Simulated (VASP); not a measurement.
# Re2C (P6_3/mmc) in VASP: further runs, part 2 of 2

VASP 6.6.1. Earlier steps stand in the parts before.

### 3 Relaxation of cell and atoms, LDA

File INCAR:

```
PREC = Accurate ; ENCUT = 600
EDIFF = 1E-6 ; ISMEAR = -1
SIGMA = 0.15 ; LREAL = False
LASPH = True ; NELM = 100
ALGO = Normal ; ISIF = 3
LWAVE = False ; LCHARG = False
GGA = CA ; IBRION = 2
NSW = 80 ; EDIFFG = -0.001
```

File KPOINTS:

```
Automatic mesh
0
Gamma
  12 12 4
```

File POSCAR:

```
Re2C
1.0
    2.8215132613      0.0000000000      0.0000000000
   -1.4107566307      2.4435021614      0.0000000000
    0.0000000000      0.0000000000      9.7728894468
Re C
4 2
Direct
    0.3333333333      0.6666666667      0.6083563823
    0.6666666667      0.3333333333      0.1083563823
    0.6666666667      0.3333333333      0.3916436177
    0.3333333333      0.6666666667      0.8916436177
    0.3333333333      0.6666666667      0.2500000000
    0.6666666667      0.3333333333      0.7500000000
```

Potentials or basis: VASP PAW LDA potentials, release 64 (Re, C).

The run is started by

```sh
cat potpaw_LDA.64/Re/POTCAR potpaw_LDA.64/C/POTCAR > POTCAR
mpirun -np 1 vasp_std > vasp.out
```

OUTCAR:

```text
PREC = Accurate
   ENCUT = 600
   EDIFF = 1E-6
   ISMEAR = -1
   LREAL = False
   LASPH = True
   NELM = 100
   ISIF = 3
   GGA = CA
   IBRION = 2
   NSW = 80
   EDIFFG = -0.001

 ion  position               nearest neighbor table
   1  0.333  0.667  0.608-   6 2.14   6 2.14   6 2.14   3 2.67   3 2.67   3 2.67   4 2.77
   2  0.667  0.333  0.108-   5 2.14   5 2.14   5 2.14   4 2.67   4 2.67   4 2.67   3 2.77
   3  0.667  0.333  0.392-   5 2.14   5 2.14   5 2.14   1 2.67   1 2.67   1 2.67   2 2.77
   4  0.333  0.667  0.892-   6 2.14   6 2.14   6 2.14   2 2.67   2 2.67   2 2.67   1 2.77
   5  0.333  0.667  0.250-   2 2.14   3 2.14   2 2.14   3 2.14   2 2.14   3 2.14
   6  0.667  0.333  0.750-   1 2.14   4 2.14   1 2.14   4 2.14   1 2.14   4 2.14

  LATTYP: Found a hexagonal cell.
 ALAT       =     2.8215132613
 C/A-ratio  =     3.4637049490

  Lattice vectors:

 A1 = (   2.8215132613,   0.0000000000,   0.0000000000)
 A2 = (  -1.4107566307,   2.4435021614,   0.0000000000)
 A3 = (   0.0000000000,   0.0000000000,   9.7728894468)

Analysis of symmetry for initial positions (statically):
=====================================================================
 Subroutine PRICEL returns:
 Original cell was already a primitive cell.

 Routine SETGRP: Setting up the symmetry group for a
 hexagonal supercell.

 Subroutine GETGRP returns: Found 24 space group operations
 (whereof 12 operations were pure point group operations)
 out of a pool of 24 trial point group operations.

The static configuration has the point symmetry D_3d.
 The point group associated with its full space group is D_6h.

Analysis of symmetry for dynamics (positions and initial velocities):
=====================================================================
 Subroutine PRICEL returns:
 Original cell was already a primitive cell.

 Routine SETGRP: Setting up the symmetry group for a
 hexagonal supercell.

 Subroutine GETGRP returns: Found 24 space group operations
 (whereof 12 operations were pure point group operations)
 out of a pool of 24 trial point group operations.

The dynamic configuration has the point symmetry D_3d.
 The point group associated with its full space group is D_6h.

 Subroutine INISYM returns: Found 24 space group operations
 (whereof 12 operations are pure point group operations),
 and found     1 'primitive' translations

----------------------------------------------------------------------------------------

                                     Primitive cell

  volume of cell :      67.3780

  direct lattice vectors                    reciprocal lattice vectors
     2.821513261  0.000000000  0.000000000     0.354419741  0.204624333  0.000000000
    -1.410756631  2.443502161  0.000000000     0.000000000  0.409248666  0.000000000
     0.000000000  0.000000000  9.772889447     0.000000000  0.000000000  0.102323883

  length of vectors
     2.821513261  2.821513261  9.772889447     0.409248666  0.409248666  0.102323883

  position of ions in fractional coordinates (direct lattice)
     0.333333333  0.666666667  0.608356382
     0.666666667  0.333333333  0.108356382
     0.666666667  0.333333333  0.391643618
[... 76 lines left out ...]
   ISTART =      0    job   : 0-new  1-cont  2-samecut
   ICHARG =      2    charge: 1-file 2-atom 10-const
   ISPIN  =      1    spin polarized calculation?
   LNONCOLLINEAR =      F non collinear calculations
   LSORBIT =      F    spin-orbit coupling
   LASPH  =      T    aspherical Exc in radial PAW
   ENCUT  =  600.0 eV  44.10 Ry    6.64 a.u.   5.64  5.64 19.52*2*pi/ulx,y,z
   NELM   =    100;   NELMIN=  2; NELMDL= -5     # of ELM steps
   EDIFF  = 0.1E-05   stopping-criterion for ELM
   LREAL  =      F    real-space projection
   EDIFFG = -.1E-02   stopping-criterion for IOM
   NSW    =     80    number of steps for IOM
   IBRION =      2    ionic relax: 0-MD 1-quasi-New 2-CG
   NFREE  =      1    steps in history (QN), initial steepest desc. (CG)
   ISIF   =      3    stress and relaxation
   ISYM   =      2    0-nonsym 1-usesym 2-fastsym
   POTIM  = 0.5000    time-step for ionic-motion
   TEBEG  =    0.0;   TEEND  =   0.0 temperature during run
   PSTRESS=    0.0 pullay stress
   NELECT =      36.0000    total number of electrons
   NUPDOWN=      -1.0000    fix difference up-down
   EMIN   =  10.00;   EMAX   =-10.00  energy-range for DOS
   EFERMI =   0.00;   METHOD = LEGACY
   ISMEAR =    -1;   SIGMA  =   0.15  broadening in eV -4-tet -1-fermi 0-gaus
   EFERMI_NEDOS =   21; number of points for ismear=-14 and -15
   IALGO  =     38    algorithm
   IMIX   =      4    mixing-type and parameters
     AMIX     =   0.40;   BMIX     =  1.00
     AMIX_MAG =   1.60;   BMIX_MAG =  1.00
  volume/ion in A,a.u.               =      11.23        75.78
  Fermi-wavevector in a.u.,A,eV,Ry     =   1.328423  2.510356 24.010306  1.764708
  Thomas-Fermi vector in A             =   2.457662
   LORBIT       =      0    0 simple, 1 ext, 2 COOP (PROOUT), +10 PAW based schemes
   GGA     = CA    functional components
   LHFCALC =     F    Hartree Fock is set to
   AEXX    =    0.0000 exact exchange contribution
   IVDW    =     0    specifies the selected vdW correction
   LEPSILON=     F    determine dielectric tensor
   LRPA    =     F    only Hartree local field effects (RPA)
 conjugate gradient relaxation of ions
 non-spin polarized calculation
  energy-cutoff  :      600.00
  volume of cell :       67.38
 maximum number of plane-waves:      2276
 NGX is ok and might be reduce to    24
   NGX = 11   NGY = 11   NGZ = 39

--------------------------------------- Ionic step        1  -------------------------------------------

 number of electron      36.0000000 magnetization

 Free energy of the ion-electron system (eV)
  ---------------------------------------------------
  ext. energy  EPLUGINS =         0.00000000
  ---------------------------------------------------
  free energy    TOTEN  =       -75.90992993 eV

  energy without entropy =      -75.80433197  energy(sigma->0) =      -75.85713095

------------------------ aborting loop because EDIFF is reached ----------------------------------------

  FORCE on cell =-STRESS in cart. coord.  units (eV):
  Direction    XX          YY          ZZ          XY          YZ          ZX
  --------------------------------------------------------------------------------------
  -------------------------------------------------------------------------------------
  Total        1.4435525      1.4435525      1.6922188     -0.0000000     -0.0000000      0.0000000
  in kB       34.3261704     34.3261704     40.2391952     -0.0000000     -0.0000000      0.0000000
  external PRESSURE =      36.2971787 kB  Pullay stress =       0.0000000 kB
[... 101 lines left out ...]
  FREE ENERGIE OF THE ION-ELECTRON SYSTEM (eV)
  ---------------------------------------------------
  free  energy   TOTEN  =       -75.9162981090 eV

  energy  without entropy=      -75.8095782078  energy(sigma->0) =      -75.86293816

[... ionic steps 4 to 11 ...]

--------------------------------------- Ionic step       12  -------------------------------------------

 number of electron      36.0000000 magnetization

------------------------ aborting loop because EDIFF is reached ----------------------------------------
[... 75 lines left out ...]
--------------------------------------- Ionic step       14  -------------------------------------------

 number of electron      36.0000000 magnetization

 Free energy of the ion-electron system (eV)
  ---------------------------------------------------
  ext. energy  EPLUGINS =         0.00000000
  ---------------------------------------------------
  free energy    TOTEN  =       -75.91635277 eV

  energy without entropy =      -75.80978714  energy(sigma->0) =      -75.86306995

 E-fermi :   9.0514     XC(G=0): -13.9878

 val. band max:        9.0418939312   @ k =   0.2500   0.2500   0.2500
 cond. band min:       9.1148229073   @ k =   0.2500  -0.0000   0.5000
 fundamental gap:      0.0729289761
 Fermi energy:         9.0513982022

 k-point     1 :       0.0000    0.0000    0.0000
  band No.  band energies     occupation
      1      -5.4797      2.00000
      2      -4.7751      2.00000
      3      -0.6883      2.00000
      4       0.5505      2.00000
      5       2.9108      2.00000
      6       3.6192      2.00000
[... 589 lines left out ...]
     21      10.8084      0.00002
     22      10.9457      0.00001

 [... further k-points ...]

------------------------ aborting loop because EDIFF is reached ----------------------------------------

  FORCE on cell =-STRESS in cart. coord.  units (eV):
  Direction    XX          YY          ZZ          XY          YZ          ZX
  --------------------------------------------------------------------------------------
  -------------------------------------------------------------------------------------
  Total        0.0007698      0.0007698      0.0020947     -0.0000000      0.0000000      0.0000000
  in kB        0.0181652      0.0181652      0.0494265     -0.0000000      0.0000000      0.0000000
  external PRESSURE =       0.0285857 kB  Pullay stress =       0.0000000 kB
[... 21 lines left out ...]
  FREE ENERGIE OF THE ION-ELECTRON SYSTEM (eV)
  ---------------------------------------------------
  free  energy   TOTEN  =       -75.9163527687 eV

  energy  without entropy=      -75.8097871350  energy(sigma->0) =      -75.86306995

 reached required accuracy - stopping structural energy minimisation
```

CONTCAR:

```text
Re2C
   1.00000000000000
     2.8289067987315439   -0.0000000000001514   -0.0000000000000000
    -1.4144533994160342    2.4499051526396207   -0.0000000000000000
    -0.0000000000000000   -0.0000000000000000    9.7971458933978859
  Re              C
     4     2
Direct
     0.3333333332999970    0.6666666667000030    0.6081531624806265
     0.6666666667000030    0.3333333332999970    0.1081531624806265
     0.6666666667000030    0.3333333332999970    0.3918468375193735
     0.3333333332999970    0.6666666667000030    0.8918468375193735
     0.3333333332999970    0.6666666667000030    0.2500000000000000
     0.6666666667000030    0.3333333332999970    0.7500000000000000

  0.00000000E+00  0.00000000E+00  0.00000000E+00
  0.00000000E+00  0.00000000E+00  0.00000000E+00
  0.00000000E+00  0.00000000E+00  0.00000000E+00
  0.00000000E+00  0.00000000E+00  0.00000000E+00
  0.00000000E+00  0.00000000E+00  0.00000000E+00
  0.00000000E+00  0.00000000E+00  0.00000000E+00
```

Wall time 5.5 min (1 thread of Intel Xeon Platinum 8488C (Sapphire Rapids), shared host); peak memory 0.24 GiB.

What came out:

```
Free energy                            : -75.9164 eV
Relaxed volume                         : 11.32 Å³/atom
Relaxed cell                           : a = 2.829 Å, b = 2.829 Å, c = 9.797 Å, α = 90.00°, β = 90.00°, γ = 120.00°
Space group after relaxing (to 0.05 Å) : P6_3/mmc (No. 194)
Energy gained by relaxing              : 1.1 meV/atom
Ionic steps                            : 14
Pressure after relaxing                : 0.0 GPa
Band gap on the k mesh                 : zero (band 18 reaches 10.94 eV, above the bottom of band 19 at 7.59 eV)
```

Step by step:
| step | energy change (eV) | largest force (eV/Å) | pressure (GPa) | volume (Å³) |
| --- | --- | --- | --- | --- |
| 1 | 0.0000 | 0.1405 | 3.63 | 67.38 |
| 2 | 0.0779 | 0.3462 | -12.49 | 69.89 |
| 3 | -0.0064 | 0.0227 | -0.09 | 67.91 |
| 4 | -0.0064 | 0.0253 | -0.05 | 67.90 |
| 5 | -0.0064 | 0.0276 | 0.04 | 67.89 |
| 6 | -0.0064 | 0.0255 | 0.14 | 67.88 |
| 7 | -0.0064 | 0.0004 | 0.10 | 67.88 |
| 8 | -0.0064 | 0.0082 | -0.24 | 67.94 |
| 9 | -0.0064 | 0.0020 | -0.01 | 67.90 |
| 10 | -0.0064 | 0.0008 | 0.02 | 67.90 |
| 11 | -0.0064 | 0.0026 | 0.00 | 67.90 |
| 12 | -0.0064 | 0.0020 | 0.01 | 67.90 |
| 13 | -0.0064 | 0.0019 | 0.01 | 67.90 |
| 14 | -0.0064 | 0.0002 | 0.00 | 67.90 |

Final structure:
```cif
data_structure
_symmetry_space_group_name_H-M 'P 1'
_symmetry_Int_Tables_number 1
_cell_length_a 2.8289
_cell_length_b 2.8289
_cell_length_c 9.7971
_cell_angle_alpha 90.000
_cell_angle_beta 90.000
_cell_angle_gamma 120.000
_cell_volume 67.90
loop_
_atom_site_label
_atom_site_type_symbol
_atom_site_fract_x
_atom_site_fract_y
_atom_site_fract_z
_atom_site_occupancy
Re1 Re 0.33333 0.66667 0.60815 1
Re2 Re 0.66667 0.33333 0.10815 1
Re3 Re 0.66667 0.33333 0.39185 1
Re4 Re 0.33333 0.66667 0.89185 1
C1 C 0.33333 0.66667 0.25000 1
C2 C 0.66667 0.33333 0.75000 1
```

Levels at points of the mesh, in eV from the Fermi level:
| k point | band 14 | band 15 | band 16 | band 17 | band 18 | band 19 | band 20 | band 21 | band 22 |
| --- | --- | --- | --- | --- | --- | --- | --- | --- | --- |
| (0.00, 0.00, 0.00) | -2.05 | -2.05 | -1.95 | -1.95 | -1.81 | 0.30 | 0.40 | 0.40 | 0.54 |
| (0.50, 0.00, 0.00) | -1.56 | -1.48 | -0.94 | -0.13 | 1.89 | 2.08 | 2.83 | 3.13 | 3.31 |
| (0.00, 0.00, 0.50) | -2.18 | -2.18 | -2.18 | -1.13 | -1.13 | -1.13 | -1.13 | 0.95 | 0.95 |
| (0.50, 0.00, 0.50) | -2.55 | -0.64 | -0.64 | -0.16 | -0.16 | 2.69 | 2.69 | 3.25 | 3.25 |

Caveat: spin-orbit coupling is left out, which moves the levels of the heavy elements.
